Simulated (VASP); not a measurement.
Crystal: Hf2N.

```
CELL_PARAMETERS angstrom
5.31312 0.00000 0.00000
0.00000 5.31312 0.00000
0.00000 0.00000 3.24210
ATOMIC_POSITIONS crystal
Hf 0.29554 0.29554 0.00000
Hf 0.70446 0.70446 0.00000
Hf 0.79554 0.20446 0.50000
Hf 0.20446 0.79554 0.50000
N 0.00000 0.00000 0.00000
N 0.50000 0.50000 0.50000
```

| Property | Result |
| --- | --- |
| Program | VASP 6.6.1 |
| Task | relaxation of cell and atoms |
| Functional | r2SCAN |
| Potentials or basis | VASP PAW PBE potentials, release 64 (Hf_pv, N) |
| Cutoff | 600 eV |
| k mesh | 1 × 1 × 2 |
| Occupations | gaussian, width 0.1 eV |
| Spin | no spin polarisation |

At the start: pressure 2.9 GPa; volume 15.25 Å³/atom.

Q: Where does the relaxation end?

A: Over 28 steps the energy falls by 104.3 meV/atom and the volume is 15.89 Å³/atom (+4.2 %); space group P4_2/mnm (No. 136, to 0.1 Å) before and after.

The path:
| step | energy change (eV) | largest force (eV/Å) | pressure (GPa) | volume (Å³) |
| --- | --- | --- | --- | --- |
| 1 | 0.0000 | 1.0280 | 2.94 | 91.52 |
| 2 | -0.1911 | 0.1976 | -4.06 | 95.11 |
| 3 | -0.2395 | 0.3345 | -2.45 | 94.00 |
| 4 | -0.2279 | 0.0697 | 4.43 | 91.38 |
| 5 | -0.2534 | 0.1044 | 0.22 | 92.92 |
| 6 | -0.2534 | 0.0951 | 0.33 | 92.88 |
| 7 | -0.2564 | 0.0453 | 0.13 | 93.08 |
| 8 | -0.2565 | 0.0434 | 0.09 | 93.13 |
| 9 | -0.2565 | 0.0442 | 0.08 | 93.14 |
| 10 | -0.2573 | 0.0579 | -0.06 | 93.27 |
| 11 | -0.2626 | 0.3984 | -0.47 | 93.65 |
| 12 | -0.3240 | 1.5554 | -1.43 | 94.41 |
| 13 | -0.4956 | 1.2987 | -3.32 | 95.93 |
| 14 | -0.4714 | 0.4265 | -4.39 | 98.99 |
| 15 | -0.5529 | 0.5460 | -4.12 | 97.29 |
| 16 | -0.5527 | 0.5923 | -4.09 | 97.21 |
| 17 | -0.5594 | 0.5592 | -3.81 | 97.08 |
| 18 | -0.5772 | 0.4585 | -2.95 | 96.69 |
| 19 | -0.6027 | 0.2490 | -1.18 | 95.91 |
| 20 | -0.6110 | 0.2025 | 2.60 | 94.36 |
| 21 | -0.6147 | 0.0313 | 1.18 | 94.93 |
| 22 | -0.6180 | 0.0321 | 0.96 | 95.02 |
| 23 | -0.6242 | 0.0357 | 0.31 | 95.29 |
| 24 | -0.6207 | 0.0507 | -0.92 | 95.83 |
| 25 | -0.6254 | 0.0389 | -0.11 | 95.47 |
| 26 | -0.6254 | 0.0389 | -0.09 | 95.46 |
| 27 | -0.6254 | 0.0293 | -0.06 | 95.44 |
| 28 | -0.6255 | 0.0006 | 0.01 | 95.37 |

Final structure:
```yaml
crystal:
  lattice:
    - [5.48443, 0.00000, 0.00000]
    - [0.00000, 5.48443, 0.00000]
    - [0.00000, 0.00000, 3.17057]
  atoms:
    - { symbol: Hf, position: [0.31530, 0.31530, 0.00000] }
    - { symbol: Hf, position: [0.68470, 0.68470, 0.00000] }
    - { symbol: Hf, position: [0.81530, 0.18470, 0.50000] }
    - { symbol: Hf, position: [0.18470, 0.81530, 0.50000] }
    - { symbol: N, position: [0.00000, 0.00000, 0.00000] }
    - { symbol: N, position: [0.50000, 0.50000, 0.50000] }
```

Caveat: the k points lie up to 1.15 Å⁻¹ apart in the final cell, too coarse for converged energies and pressures of a metal; the PAW data sets were made with another functional, which shifts forces and pressure a little.
